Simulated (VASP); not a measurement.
Crystal: MgS (Niningerite).

```
Mg S
1.0
     0.00000    2.60152    2.74330
     2.60152    0.00000    2.74330
     2.60152    2.60152    0.00000
Mg S
1 1
Cartesian
  0.0000 0.0000 0.0000
  2.6015 2.6015 2.7433
```

This cell differs from its parent crystal: uniaxial z strain +5.5%.

Base run:

| Quantity | Value |
| --- | --- |
| Program | VASP 6.6.1 |
| Functional | HSE06 |
| Potentials or basis | VASP PAW PBE potentials, release 64 (Mg, S) |
| Cutoff | 520 eV |
| k mesh | 6 × 6 × 6 |
| Occupations | gaussian, width 0.01 eV |
| Spin | no spin polarisation |

Its results: band gap on the k mesh 3.41 eV, indirect (least direct gap 4.22 eV); pressure -4.0 GPa.

Question: The run is repeated on the same cell with these changes: functional from HSE06 to PBE. What comes out?

Answer: Band gap on the k mesh 2.46 eV, indirect (least direct gap 3.18 eV); pressure -2.5 GPa.

HSE06 gives the wider gap, since exact exchange removes part of the self-interaction.

Caveats: the PAW data sets were made with another functional, which shifts forces and pressure a little (some runs).

A k mesh can miss the band edges.
